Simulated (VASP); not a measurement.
Input of a VASP 6.6.1 run:

File POSCAR:

```
KI
1.0
    0.0000000000      3.5265635528      3.5265635528
    3.5265635528      0.0000000000      3.5265635528
    3.5265635528      3.5265635528      0.0000000000
K I
1 1
Direct
    0.0000000000      0.0000000000      0.0000000000
    0.5000000000      0.5000000000      0.5000000000
```

INCAR.step1

```
SYSTEM = KI
PREC = Accurate
ENCUT = 520
EDIFF = 1E-5
ISMEAR = 0
SIGMA = 0.01
LREAL = .FALSE.
LASPH = .TRUE.
NELM = 80
ALGO = Normal
ISIF = 2
LWAVE = .TRUE.
LCHARG = .FALSE.
NBANDS = 15
GGA = PE
```

Contents of INCAR.step2:

```
SYSTEM = KI
PREC = Accurate
ENCUT = 520
EDIFF = 1E-7
ISMEAR = 0
SIGMA = 0.01
LREAL = .FALSE.
LASPH = .TRUE.
NELM = 80
ALGO = Normal
ISIF = 2
LWAVE = .FALSE.
LCHARG = .FALSE.
GGA = PE
LHFCALC = .TRUE.
HFSCREEN = 0.2079
PRECFOCK = Normal
NBANDS = 15
ISTART = 1
```

File KPOINTS:

```
regular mesh
0
G
  4 4 4
  0 0 0
```

Potentials or basis: VASP PAW PBE potentials, release 64 (K_sv, I).

Run with:

```console
$ cat potpaw_PBE.64/K_sv/POTCAR potpaw_PBE.64/I/POTCAR > POTCAR
$ cp INCAR.step1 INCAR
$ mpirun -np 1 vasp_std > vasp.out
$ cp INCAR.step2 INCAR
$ mpirun -np 1 vasp_std > vasp.out
```

Task: Predict the band gap on the k mesh.

Result: 4.97 eV.

Task: Estimate the pressure.

Result: 0.5 GPa.

Caveat: the cell differs from its parent crystal (strain -0.5%); the PAW data sets were made with another functional, which shifts forces and pressure a little; spin-orbit coupling is left out, which moves the levels of the heavy elements.
